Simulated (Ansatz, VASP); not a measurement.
# Two plane-wave programs on Mg

```
Mg
1.0
     3.21932    0.00000    0.00000
    -1.60966    2.78801    0.00000
     0.00000    0.00000   10.48453
Mg
4
Cartesian
  1.6097 2.7880 0.0000
  1.6097 2.7880 5.2423
  0.0000 1.8587 2.6211
  1.6097 0.9293 7.8634
```

Alike in both runs: functional BLYP; k mesh 11 × 11 × 3; occupations fermi-dirac, width 0.1 eV; no spin polarisation.

Ansatz relaxed the structure, and its values are those at the end. VASP's run is a single point on that final structure, the one shown.

|  | VASP | Ansatz |
| --- | --- | --- |
| version | VASP 6.6.1 | Ansatz 0.2.0 |
| potentials or method | VASP PAW PBE potentials, release 64 (Mg), cutoff 520 eV | plane waves (420 eV) with PAW, scalar-relativistic |
| valence electrons in the cell | 8 | 40 |

|  | VASP | Ansatz | Ansatz less VASP |
| --- | --- | --- | --- |
| pressure (GPa) | 0.0 | 0.0 | +0.04 |

VASP's potentials were made for PBE, not for BLYP. VASP's potentials hold 8 valence electrons a cell and Ansatz's 40, so a difference there can come from the potentials and not from the codes.
